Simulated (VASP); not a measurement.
Write the native input for VASP 6.6.1 that does the following.

```yaml
Task: relaxation of cell and atoms
Functional: PBE
Potentials_or_basis: VASP PAW PBE potentials, release 64 (Co, Si)
Cutoff: 600 eV
k_mesh: 11 × 11 × 11
Occupations: fermi-dirac, width 0.1 eV
Spin: no spin polarisation
Dipole_correction: no
Further_INCAR_settings: ALGO = Normal; EDIFF = 1e-07; IBRION = 2; EDIFFG = -0.005; NSW = 60; ISIF = 3
```

The structure of CoSi2 (fluorite type) lies in POSCAR:

```
CoSi2
1.0
    0.0000000000      2.6470344660      2.6470344660
    2.6470344660      0.0000000000      2.6470344660
    2.6470344660      2.6470344660      0.0000000000
Co Si
1 2
Direct
    0.0000000000      0.0000000000      0.0000000000
    0.2500000000      0.2500000000      0.2500000000
    0.7500000000      0.7500000000      0.7500000000
```

These files were run (other wordings do the same):

INCAR

```
ALGO = Normal
EDIFF = 1E-7
EDIFFG = -0.005
ENCUT = 600
GGA = PE
IBRION = 2
ISIF = 3
ISMEAR = -1
LASPH = True
LCHARG = False
LREAL = False
LWAVE = False
NELM = 100
NSW = 60
PREC = Accurate
SIGMA = 0.1
```

KPOINTS

```
k-points
0
Gamma
  11 11 11
```

Potentials or basis: VASP PAW PBE potentials, release 64 (Co, Si).

Launch:

```bash
$ cat potpaw_PBE.64/Co/POTCAR potpaw_PBE.64/Si/POTCAR > POTCAR
$ mpirun -np 1 vasp_std > vasp.out
```

Results of the run:

```json
{
 "Relaxed volume": "12.83 Å³/atom",
 "Relaxed cell": "a = 3.789 Å, b = 3.789 Å, c = 3.789 Å, α = 60.00°, β = 60.00°, γ = 60.00°",
 "Space group after relaxing (to 0.1 Å)": "Fm-3m (No. 225)",
 "Energy gained by relaxing": "9.8 meV/atom",
 "Ionic steps": "3",
 "Pressure after relaxing": "0.0 GPa",
 "Band gap on the k mesh": "zero (an odd number of electrons rules out a gap without spin polarisation)"
}
```

Caveat: an odd number of electrons without spin polarisation forces a metal; a magnetic or distorted state may lie lower.

It took 100 s on 1 thread of Intel(R) Xeon(R) Platinum 8259CL CPU @ 2.50GHz (Skylake/Cascade Lake), with other jobs on the host, peak memory 0.19 GiB.
